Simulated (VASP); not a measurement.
A run of VASP 6.6.1 is set up as follows.

Contents of INCAR:

```
SYSTEM = Rh
PREC = Accurate
ENCUT = 520
EDIFF = 1E-6
ISMEAR = 0
SIGMA = 0.15
LREAL = .FALSE.
LASPH = .TRUE.
NELM = 60
ALGO = Fast
ISIF = 2
LWAVE = .FALSE.
LCHARG = .TRUE.
GGA = PE
LELF = .TRUE.
LVHAR = .TRUE.
NBANDS = 22
```

Contents of KPOINTS:

```
Automatic mesh
0
G
  21 21 12
  0 0 0
```

File POSCAR:

```
Rh
1.0
    2.6175300741      0.0000000000      0.0000000000
   -1.3087650371      2.2668475393      0.0000000000
    0.0000000000      0.0000000000      4.7521258494
Rh
2
Direct
    0.6666666667      0.3333333333      0.7500000000
    0.3333333333      0.6666666667      0.2500000000
```

Potentials or basis: VASP PAW PBE potentials, release 64 (Rh_pv).

Command:

```bash
$ cat potpaw_PBE.64/Rh_pv/POTCAR > POTCAR
$ mpirun -np 1 vasp_std > vasp.out
```

(1) What does it give for the band gap on the k mesh?

(2) Estimate the pressure.

Results:

(1) zero (bands 15 and 16 overlap by 2.59 eV).

(2) 3.8 GPa.

Caveat: the stress differs along the axes, from -18 to 15 GPa.
